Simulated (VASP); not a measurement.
# LaB6 (Pm-3m) in VASP: notebook

LaB6 is run at these levels: r2SCAN; tasks: single point, relaxation of cell and atoms.

Everything below comes from runs of VASP 6.6.1. Logs are shortened: lines on timing, memory, paths and dates and some standing lists are left out, and cuts for length are marked.

### Step 1. The cell of the first run

The structure is cubic, space group Pm-3m (No. 221). The conventional cell has a = 4.153 Å, b = 4.153 Å, c = 4.153 Å, α = 90.00°, β = 90.00°, γ = 90.00°. Within 4.2 Å of La (site symmetry m-3m) lie 24 B at 3.05 Å and 6 La at 4.15 Å. Within 2.2 Å of B (site symmetry 4mm) lie 5 B at 1.66 to 1.76 Å.

### Step 2. Single point, r2SCAN

POSCAR

```
LaB6
1.0
    4.1525177119      0.0000000000      0.0000000000
    0.0000000000      4.1525177119      0.0000000000
    0.0000000000      0.0000000000      4.1525177119
La B
1 6
Direct
    0.0000000000      0.0000000000      0.0000000000
    0.7999650976      0.5000000000      0.5000000000
    0.2000349024      0.5000000000      0.5000000000
    0.5000000000      0.5000000000      0.7999650976
    0.5000000000      0.5000000000      0.2000349024
    0.5000000000      0.2000349024      0.5000000000
    0.5000000000      0.7999650976      0.5000000000
```

INCAR.step1

```
SYSTEM = LaB6
PREC = Accurate ; ENCUT = 520
ISMEAR = 0 ; SIGMA = 0.1
LREAL = .False. ; LASPH = .True.
NELM = 100 ; NBANDS = 24
GGA = PE ; ALGO = Normal
EDIFF = 1E-4 ; LWAVE = .True.
LCHARG = .False.
```

INCAR.step2

```
SYSTEM = LaB6
PREC = Accurate ; ENCUT = 520
EDIFF = 1E-7 ; ISMEAR = 0
SIGMA = 0.1 ; LREAL = .False.
LASPH = .True. ; NELM = 100
ALGO = Normal ; ISIF = 2
LWAVE = .False. ; LCHARG = .False.
METAGGA = R2SCAN ; LMIXTAU = .True.
NBANDS = 24 ; ISTART = 1
```

KPOINTS

```
Automatic mesh
0
Gamma
  10 10 10
  0 0 0
```

Potentials or basis: VASP PAW PBE potentials, release 64 (La, B).

Started as:

```sh
cat potpaw_PBE.64/La/POTCAR potpaw_PBE.64/B/POTCAR > POTCAR
cp INCAR.step1 INCAR
mpirun -np 1 vasp_std > vasp.out
cp INCAR.step2 INCAR
mpirun -np 1 vasp_std > vasp.out
```

OUTCAR:

```text
SYSTEM = LaB6
   PREC = Accurate
   ENCUT = 520
   EDIFF = 1E-7
   ISMEAR = 0
   LREAL = .False.
   LASPH = .True.
   NELM = 100
   ISIF = 2
   METAGGA = R2SCAN
   ISTART = 1

 ion  position               nearest neighbor table
   1  0.000  0.000  0.000-
   2  0.800  0.500  0.500-   3 1.66   4 1.76   5 1.76   6 1.76   7 1.76
   3  0.200  0.500  0.500-   2 1.66   4 1.76   5 1.76   6 1.76   7 1.76
   4  0.500  0.500  0.800-   5 1.66   3 1.76   2 1.76   6 1.76   7 1.76
   5  0.500  0.500  0.200-   4 1.66   3 1.76   2 1.76   6 1.76   7 1.76
   6  0.500  0.200  0.500-   7 1.66   3 1.76   4 1.76   5 1.76   2 1.76
   7  0.500  0.800  0.500-   6 1.66   3 1.76   4 1.76   5 1.76   2 1.76

  LATTYP: Found a simple cubic cell.
 ALAT       =     4.1525177119

  Lattice vectors:

 A1 = (   4.1525177119,   0.0000000000,   0.0000000000)
 A2 = (   0.0000000000,   4.1525177119,   0.0000000000)
 A3 = (   0.0000000000,   0.0000000000,   4.1525177119)

Analysis of symmetry for initial positions (statically):
=====================================================================
 Subroutine PRICEL returns:
 Original cell was already a primitive cell.

 Routine SETGRP: Setting up the symmetry group for a
 simple cubic supercell.

 Subroutine GETGRP returns: Found 48 space group operations
 (whereof 48 operations were pure point group operations)
 out of a pool of 48 trial point group operations.

The static configuration has the point symmetry O_h .

Analysis of symmetry for dynamics (positions and initial velocities):
=====================================================================
 Subroutine PRICEL returns:
 Original cell was already a primitive cell.

 Routine SETGRP: Setting up the symmetry group for a
 simple cubic supercell.

 Subroutine GETGRP returns: Found 48 space group operations
 (whereof 48 operations were pure point group operations)
 out of a pool of 48 trial point group operations.

The dynamic configuration has the point symmetry O_h .

 Subroutine INISYM returns: Found 48 space group operations
 (whereof 48 operations are pure point group operations),
 and found     1 'primitive' translations

----------------------------------------------------------------------------------------

                                     Primitive cell

  volume of cell :      71.6035

  direct lattice vectors                    reciprocal lattice vectors
     4.152517712  0.000000000  0.000000000     0.240817757  0.000000000  0.000000000
     0.000000000  4.152517712  0.000000000     0.000000000  0.240817757  0.000000000
     0.000000000  0.000000000  4.152517712     0.000000000  0.000000000  0.240817757

  length of vectors
     4.152517712  4.152517712  4.152517712     0.240817757  0.240817757  0.240817757

  position of ions in fractional coordinates (direct lattice)
     0.000000000  0.000000000  0.000000000
     0.799965098  0.500000000  0.500000000
     0.200034902  0.500000000  0.500000000
     0.500000000  0.500000000  0.799965098
     0.500000000  0.500000000  0.200034902
     0.500000000  0.200034902  0.500000000
     0.500000000  0.799965098  0.500000000

  ion indices of the primitive-cell ions
   primitive index   ion index
                 1           1
                 2           2
                 3           3
                 4           4
                 5           5
                 6           6
                 7           7

----------------------------------------------------------------------------------------

 KPOINTS: Automatic mesh

Automatic generation of k-mesh.
 Grid dimensions read from file:
 generate k-points for:   10   10   10

 Generating k-lattice:

  Cartesian coordinates                     Fractional coordinates (reciprocal lattice)
     0.024081776  0.000000000  0.000000000     0.100000000  0.000000000  0.000000000
     0.000000000  0.024081776  0.000000000     0.000000000  0.100000000  0.000000000
     0.000000000  0.000000000  0.024081776     0.000000000  0.000000000  0.100000000

  Length of vectors
     0.024081776  0.024081776  0.024081776

  Shift w.r.t. Gamma in fractional coordinates (k-lattice)
     0.000000000  0.000000000  0.000000000

 Subroutine IBZKPT returns following result:
 ===========================================

 Found     56 irreducible k-points:

 Following reciprocal coordinates:
            Coordinates               Weight
  0.000000  0.000000  0.000000      1.000000
  0.100000  0.000000  0.000000      6.000000
  0.200000  0.000000  0.000000      6.000000
  0.300000  0.000000  0.000000      6.000000
  0.400000  0.000000  0.000000      6.000000
  0.500000  0.000000  0.000000      3.000000
[... 16 lines left out ...]
  0.200000  0.100000  0.100000     24.000000
  0.300000  0.100000  0.100000     24.000000
 [... further k-points ...]
   k-points           NKPTS =     56   k-points in BZ     NKDIM =     56   number of bands    NBANDS=     24
   number of dos      NEDOS =    301   number of ions     NIONS =      7
   total plane-waves  NPLWV =  32768
   dimension x,y,z NGX =    32 NGY =   32 NGZ =   32
   dimension x,y,z NGXF=    64 NGYF=   64 NGZF=   64
   ions per type =               1   6
   NGX,Y,Z   is equivalent  to a cutoff of  12.81, 12.81, 12.81 a.u.
   NGXF,Y,Z  is equivalent  to a cutoff of  25.62, 25.62, 25.62 a.u.
 SYSTEM =  LaB6
   PREC   = accura    normal or accurate (medium, high low for compatibility)
   ISTART =      1    job   : 0-new  1-cont  2-samecut
   ICHARG =      0    charge: 1-file 2-atom 10-const
   ISPIN  =      1    spin polarized calculation?
   LNONCOLLINEAR =      F non collinear calculations
   LSORBIT =      F    spin-orbit coupling
   LASPH  =      T    aspherical Exc in radial PAW
   ENCUT  =  520.0 eV  38.22 Ry    6.18 a.u.   7.72  7.72  7.72*2*pi/ulx,y,z
   NELM   =    100;   NELMIN=  2; NELMDL=  0     # of ELM steps
   EDIFF  = 0.1E-06   stopping-criterion for ELM
   LREAL  =      F    real-space projection
   EDIFFG = 0.1E-05   stopping-criterion for IOM
   NSW    =      0    number of steps for IOM
   IBRION =     -1    ionic relax: 0-MD 1-quasi-New 2-CG
   NFREE  =      0    steps in history (QN), initial steepest desc. (CG)
   ISIF   =      2    stress and relaxation
   ISYM   =      2    0-nonsym 1-usesym 2-fastsym
   POTIM  = 0.5000    time-step for ionic-motion
   TEBEG  =    0.0;   TEEND  =   0.0 temperature during run
   PSTRESS=    0.0 pullay stress
   NELECT =      29.0000    total number of electrons
   NUPDOWN=      -1.0000    fix difference up-down
   EMIN   =  10.00;   EMAX   =-10.00  energy-range for DOS
   EFERMI =   0.00;   METHOD = LEGACY
   ISMEAR =     0;   SIGMA  =   0.10  broadening in eV -4-tet -1-fermi 0-gaus
   EFERMI_NEDOS =   21; number of points for ismear=-14 and -15
   IALGO  =     38    algorithm
   IMIX   =      4    mixing-type and parameters
     AMIX     =   0.40;   BMIX     =  1.00
     AMIX_MAG =   1.60;   BMIX_MAG =  1.00
  volume/ion in A,a.u.               =      10.23        69.03
  Fermi-wavevector in a.u.,A,eV,Ry     =   1.211238  2.288907 19.961059  1.467096
  Thomas-Fermi vector in A             =   2.346759
   LORBIT       =      0    0 simple, 1 ext, 2 COOP (PROOUT), +10 PAW based schemes
   METAGGA = R2SCAN    functional components
   LHFCALC =     F    Hartree Fock is set to
   AEXX    =    0.0000 exact exchange contribution
   IVDW    =     0    specifies the selected vdW correction
   LEPSILON=     F    determine dielectric tensor
   LRPA    =     F    only Hartree local field effects (RPA)
 non-spin polarized calculation
 Gauss-broadening in eV      SIGMA  =   0.10
  energy-cutoff  :      520.00
  volume of cell :       71.60
 maximum number of plane-waves:      1956
 NGX is ok and might be reduce to    32
   NGX = 15   NGY = 15   NGZ = 15

 number of electron      29.0000003 magnetization

 Free energy of the ion-electron system (eV)
  ---------------------------------------------------
  ext. energy  EPLUGINS =         0.00000000
  ---------------------------------------------------
  free energy    TOTEN  =       -78.21405501 eV

  energy without entropy =      -78.20938447  energy(sigma->0) =      -78.21171974

 E-fermi :   8.7931     XC(G=0): -11.9416

 val. band max:        8.7005569514   @ k =   0.5000   0.3000   0.1000
 cond. band min:       8.8325431600   @ k =   0.1000   0.1000   0.0000
 fundamental gap:      0.1319862086
 Fermi energy:         8.7930853774

 k-point     1 :       0.0000    0.0000    0.0000
  band No.  band energies     occupation
      1     -25.6365      2.00000
      2      -8.9354      2.00000
      3      -8.9354      2.00000
      4      -8.9354      2.00000
      5      -7.8470      2.00000
      6       0.3536      2.00000
[... 16 lines left out ...]
     23      11.0132      0.00000
     24      12.1395      0.00000

 k-point     2 :       0.1000    0.0000    0.0000
  band No.  band energies     occupation
      1     -25.6341      2.00000
      2      -9.0594      2.00000
      3      -8.9275      2.00000
      4      -8.9275      2.00000
      5      -7.7148      2.00000
      6      -0.3580      2.00000
[... 16 lines left out ...]
     23      11.0742      0.00000
     24      12.1235      0.00000

 k-point     3 :       0.2000    0.0000    0.0000
  band No.  band energies     occupation
      1     -25.6277      2.00000
      2      -9.3097      2.00000
      3      -8.9067      2.00000
      4      -8.9067      2.00000
      5      -7.4348      2.00000
      6      -1.2279      2.00000
[... 16 lines left out ...]
     23      11.2963      0.00000
     24      11.8003      0.00000
[... 514 lines left out ...]
 k-point    23 :       0.2000    0.1000    0.1000
  band No.  band energies     occupation
      1     -25.6230      2.00000
      2      -9.2993      2.00000
      3      -8.9838      2.00000
      4      -8.9469      2.00000
      5      -7.3210      2.00000
      6      -1.1804      2.00000
[... 16 lines left out ...]
     23      11.3069      0.00000
     24      11.7253      0.00000

 k-point    24 :       0.3000    0.1000    0.1000
  band No.  band energies     occupation
      1     -25.6152      2.00000
      2      -9.5049      2.00000
      3      -8.9527      2.00000
      4      -8.9185      2.00000
      5      -7.1069      2.00000
      6      -1.8270      2.00000
[... 16 lines left out ...]
     23      11.4132      0.00000
     24      11.4708      0.00000

 [... further k-points ...]

------------------------ aborting loop because EDIFF is reached ----------------------------------------

  FORCE on cell =-STRESS in cart. coord.  units (eV):
  Direction    XX          YY          ZZ          XY          YZ          ZX
  --------------------------------------------------------------------------------------
  -------------------------------------------------------------------------------------
  Total       -0.0015910     -0.0015910     -0.0015910      0.0000000      0.0000000     -0.0000000
  in kB       -0.0356004     -0.0356004     -0.0356004      0.0000000      0.0000000     -0.0000000
  external PRESSURE =      -0.0356004 kB  Pullay stress =       0.0000000 kB

 VOLUME and BASIS-vectors are now :
 -----------------------------------------------------------------------------
  energy-cutoff  :      520.00
  volume of cell :       71.60
      direct lattice vectors                 reciprocal lattice vectors
     4.152517712  0.000000000  0.000000000     0.240817757  0.000000000  0.000000000
     0.000000000  4.152517712  0.000000000     0.000000000  0.240817757  0.000000000
     0.000000000  0.000000000  4.152517712     0.000000000  0.000000000  0.240817757

 POSITION                                       TOTAL-FORCE (eV/Angst)
 -----------------------------------------------------------------------------------
      0.00000      0.00000      0.00000         0.000000      0.000000      0.000000
      3.32187      2.07626      2.07626         0.022758      0.000000      0.000000
      0.83065      2.07626      2.07626        -0.022758     -0.000000     -0.000000
      2.07626      2.07626      3.32187        -0.000000      0.000000      0.022758
      2.07626      2.07626      0.83065        -0.000000     -0.000000     -0.022758
      2.07626      0.83065      2.07626        -0.000000     -0.022758     -0.000000
      2.07626      3.32187      2.07626         0.000000      0.022758      0.000000
 -----------------------------------------------------------------------------------
    total drift:                               -0.000000      0.000000     -0.000000

  FREE ENERGIE OF THE ION-ELECTRON SYSTEM (eV)
  ---------------------------------------------------
  free  energy   TOTEN  =       -78.2140550139 eV

  energy  without entropy=      -78.2093844721  energy(sigma->0) =      -78.21171974
```

It took 5.2 min on 1 thread of Intel Xeon Platinum 8488C (Sapphire Rapids), shared host; peak memory 0.25 GiB.

Results:

| Property | Result |
| --- | --- |
| Free energy | -78.2141 eV |
| Pressure | 0.0 GPa |
| Largest force | 0.023 eV/Å |
| Band gap on the k mesh | zero (an odd number of electrons rules out a gap without spin polarisation) |

Forces in eV/Å, atoms in the order of the input:
```
La   0.000  0.000  0.000
B    0.023  0.000  0.000
B   -0.023  0.000  0.000
B    0.000  0.000  0.023
B    0.000  0.000 -0.023
B    0.000 -0.023  0.000
B    0.000  0.023  0.000
```

Caveat: the PAW data sets were made with another functional, which shifts forces and pressure a little; spin-orbit coupling is left out, which moves the levels of the heavy elements.

### Step 3. Relaxation of cell and atoms, r2SCAN

POSCAR

```
LaB6
1.0
    4.1526080000      0.0000000000      0.0000000000
    0.0000000000      4.1526080000      0.0000000000
    0.0000000000      0.0000000000      4.1526080000
La B
1 6
Direct
    0.0000000000      0.0000000000      0.0000000000
    0.8001220000      0.5000000000      0.5000000000
    0.1998780000      0.5000000000      0.5000000000
    0.5000000000      0.5000000000      0.8001220000
    0.5000000000      0.5000000000      0.1998780000
    0.5000000000      0.1998780000      0.5000000000
    0.5000000000      0.8001220000      0.5000000000
```

INCAR.step1

```
SYSTEM = LaB6
  PREC = Accurate
  ENCUT = 600
  ISMEAR = 0
  SIGMA = 0.1
  LREAL = .FALSE.
  LASPH = .TRUE.
  NELM = 100
  GGA = PE
  ALGO = Normal
  EDIFF = 1E-4
  LWAVE = .TRUE.
  LCHARG = .FALSE.
```

INCAR.step2

```
SYSTEM = LaB6
  PREC = Accurate
  ENCUT = 600
  EDIFF = 1E-6
  ISMEAR = 0
  SIGMA = 0.1
  LREAL = .FALSE.
  LASPH = .TRUE.
  NELM = 100
  ALGO = Normal
  ISIF = 3
  LWAVE = .FALSE.
  LCHARG = .FALSE.
  METAGGA = R2SCAN
  LMIXTAU = .TRUE.
  IBRION = 2
  NSW = 70
  EDIFFG = -0.02
  ISTART = 1
```

KPOINTS

```
regular mesh
0
G
  10 10 10
  0 0 0
```

Potentials or basis: VASP PAW PBE potentials, release 64 (La, B).

Started as:

```sh
cat potpaw_PBE.64/La/POTCAR potpaw_PBE.64/B/POTCAR > POTCAR
cp INCAR.step1 INCAR
mpirun -np 1 vasp_std > vasp.out
cp INCAR.step2 INCAR
mpirun -np 1 vasp_std > vasp.out
```

Wall time 5.5 min (1 thread of Intel Xeon Platinum 8488C (Sapphire Rapids), shared host); peak memory 0.28 GiB.

The run converged. Its results:

```
Free energy                  : -78.2218 eV
Pressure after relaxing      : -0.1 GPa
Largest force after relaxing : 0.017 eV/Å
Band gap on the k mesh       : zero (an odd number of electrons rules out a gap without spin polarisation)
```

Forces in eV/Å, atoms in the order of the input:
```
La   0.000  0.000  0.000
B   -0.017  0.000  0.000
B    0.017  0.000  0.000
B    0.000  0.000 -0.017
B    0.000  0.000  0.017
B    0.000  0.017  0.000
B    0.000 -0.017  0.000
```

Final structure:
```cif
data_structure
_symmetry_space_group_name_H-M 'P 1'
_symmetry_Int_Tables_number 1
_cell_length_a 4.1526
_cell_length_b 4.1526
_cell_length_c 4.1526
_cell_angle_alpha 90.000
_cell_angle_beta 90.000
_cell_angle_gamma 90.000
_cell_volume 71.61
loop_
_atom_site_label
_atom_site_type_symbol
_atom_site_fract_x
_atom_site_fract_y
_atom_site_fract_z
_atom_site_occupancy
La1 La 0.00000 0.00000 0.00000 1
B1 B 0.80012 0.50000 0.50000 1
B2 B 0.19988 0.50000 0.50000 1
B3 B 0.50000 0.50000 0.80012 1
B4 B 0.50000 0.50000 0.19988 1
B5 B 0.50000 0.19988 0.50000 1
B6 B 0.50000 0.80012 0.50000 1
```

Levels at points of the mesh, in eV from the Fermi level:
| k point | band 11 | band 12 | band 13 | band 14 | band 15 | band 16 | band 17 | band 18 |
| --- | --- | --- | --- | --- | --- | --- | --- | --- |
| (0.00, 0.00, 0.00) | -7.55 | -2.03 | -2.03 | -2.03 | 0.22 | 0.22 | 0.22 | 1.60 |
| (0.50, 0.00, 0.00) | -3.76 | -3.76 | -3.45 | -2.57 | -1.63 | 1.61 | 1.61 | 1.65 |
| (0.50, 0.50, 0.00) | -4.77 | -4.77 | -3.12 | -3.12 | 1.14 | 1.14 | 2.17 | 2.19 |
| (0.50, 0.50, 0.50) | -5.11 | -2.59 | -2.59 | -2.59 | 1.63 | 1.96 | 1.96 | 1.97 |

Caveat: the relaxation stopped at its first step, so nothing moved; the PAW data sets were made with another functional, which shifts forces and pressure a little; spin-orbit coupling is left out, which moves the levels of the heavy elements.

The gap in the log of VASP goes by the Fermi energy; the results here count the filled bands.